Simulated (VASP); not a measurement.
Runs of VASP 6.6.1 on SnBiO2. The structure is that of space group P6/mmm (No. 191), or close to it. The cells are those of the table. The cell was built from a structure type or drawn by symmetry, and may not be a known phase.

```csv
task,cell,k mesh,cutoff (eV),gap on the mesh (eV),pressure (GPa),relaxed volume (Å³/atom)
single point,"a = 4.024, b = 4.024, c = 6.177 Å, angles 90.0, 90.0, 120.0°, 4 atoms",6 × 6 × 4,520,none,0.3,-
single point,"a = 4.033, b = 4.033, c = 6.195 Å, angles 90.0, 90.0, 120.0°, 4 atoms",12 × 12 × 8,520,none,0.1,-
relaxation of cell and atoms,"relaxed from a = 4.024, b = 4.024, c = 6.177 Å, angles 90.0, 90.0, 120.0°, 4 atoms",12 × 12 × 8,600,none,0.0,(b)
relaxation of cell and atoms,"relaxed from a = 4.538, b = 4.538, c = 4.833 Å, angles 90.0, 90.0, 120.0°, 4 atoms",6 × 6 × 4,600,none,-0.1,21.52
single point,"a = 4.538, b = 4.538, c = 4.833 Å, angles 90.0, 90.0, 120.0°, 4 atoms",6 × 6 × 4,520,none,(a),-
```

Alike in all rows: level PBE; potentials or basis VASP PAW PBE potentials, release 64 (Sn_d, Bi_d, O); no spin polarisation; smearing gaussian 0.1 eV.

Problem. Fill in the values left out.

Solution. (a) 8.1; (b) 21.80.

Caveats: spin-orbit coupling is left out, which moves the levels of the heavy elements; an odd number of electrons without spin polarisation forces a metal; a magnetic or distorted state may lie lower; a cell axis changed by over 15 % at a fixed basis, so the end point is rough (at least some runs); the cell stands under pressure (at least some runs).

A k mesh can miss the band edges, and the runs leave out spin-orbit coupling on Bi, Sn.

A gap of «none» marks levels without a gap at the run's occupations.
